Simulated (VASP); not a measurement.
The system is V2O3.

```
CELL_PARAMETERS angstrom
2.47091 1.42658 4.66343
-2.47091 1.42658 4.66343
0.00000 -2.85316 4.66343
ATOMIC_POSITIONS crystal
V 0.35000 0.35000 0.35000
V 0.15000 0.15000 0.15000
V 0.65000 0.65000 0.65000
V 0.85000 0.85000 0.85000
O 0.95000 0.25000 0.55000
O 0.55000 0.95000 0.25000
O 0.25000 0.55000 0.95000
O 0.05000 0.75000 0.45000
O 0.45000 0.05000 0.75000
O 0.75000 0.45000 0.05000
```

Base run:

* Program: VASP 6.6.1
* Functional: LDA
* Potentials or basis: VASP PAW LDA potentials, release 64 (V_sv, O)
* Cutoff: 600 eV
* k mesh: 5 × 5 × 5
* Occupations: gaussian, width 0.05 eV
* Spin: collinear spin
* Starting moments: [0.0, 0.0, 0.0, 0.0, 0.0, 0.01, -0.01, 0.0, -0.01, 0.01] μB
* Hubbard terms: V d U = 4.0 eV, J = 0.5 eV

Its results: band gap on the k mesh zero (filled and empty bands overlap); pressure -10.1 GPa; net moment 0.00 μB per cell; largest force 0.827 eV/Å.

**Question.** The run is repeated on the same cell with these changes: spin from collinear spin to collinear spin, antiferromagnetic start; moments at the start from [0.0, 0.0, 0.0, 0.0, 0.0, 0.01, -0.01, 0 to [1.6, 1.6, -1.6, -1.6, -0.01, -0.01, -0.. What comes out?

**Answer.** Band gap on the k mesh 1.03 eV (least direct gap 1.32 eV); pressure 5.4 GPa; net moment 0.00 μB per cell; site moments V +1.78, -1.78 (each value once); O -0.00, +0.00 (each value once) μB; largest force 0.542 eV/Å.

Caveats: the cell stands under tension (at least some runs); the cell stands under pressure (at least some runs); an odd mesh through Γ misses points on the zone boundary, where band edges can lie (at least some runs).
